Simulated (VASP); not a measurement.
**TePt: single point with PBEsol**

The system is TePt.

```
Pt Te
1.0
     4.34649    0.00000    0.00000
    -2.17324    3.76417    0.00000
     0.00000    0.00000    5.77281
Pt Te
2 2
Direct
  0.00000 0.00000 0.00000
  0.00000 0.00000 0.50000
  0.33333 0.66667 0.25000
  0.66667 0.33333 0.75000
```

```
Program                : VASP 6.6.1
Task                   : single point
Functional             : PBEsol
Potentials or basis    : VASP PAW PBE potentials, release 64 (Pt, Te)
Cutoff                 : 520 eV
k mesh                 : 7 × 7 × 5
Occupations            : fermi-dirac, width 0.05 eV
Spin                   : no spin polarisation
Dipole correction      : no
Further INCAR settings : ALGO = Normal; EDIFF = 1e-06; NBANDS = 24
```

- Pressure: -10.6 GPa
- Band gap on the k mesh: zero (bands 16 and 17 overlap by 0.81 eV)

Stress tensor (GPa, compression positive):
```
-10.03   0.00   0.00
  0.00 -10.03   0.00
  0.00   0.00 -11.80
```

Levels at points of the mesh, in eV from the Fermi level:
| k point | band 12 | band 13 | band 14 | band 15 | band 16 | band 17 | band 18 | band 19 | band 20 | band 21 |
| --- | --- | --- | --- | --- | --- | --- | --- | --- | --- | --- |
| (0.00, 0.00, 0.00) | -1.69 | -1.44 | -1.44 | 0.16 | 0.42 | 0.99 | 1.93 | 1.94 | 1.94 | 4.68 |

Run time: 100 s on 1 thread of AMD EPYC 7R13, on a shared host, peak memory 0.21 GiB.

Caveat: the cell stands under tension; the PAW data sets were made with another functional, which shifts forces and pressure a little; spin-orbit coupling is left out, which moves the levels of the heavy elements.
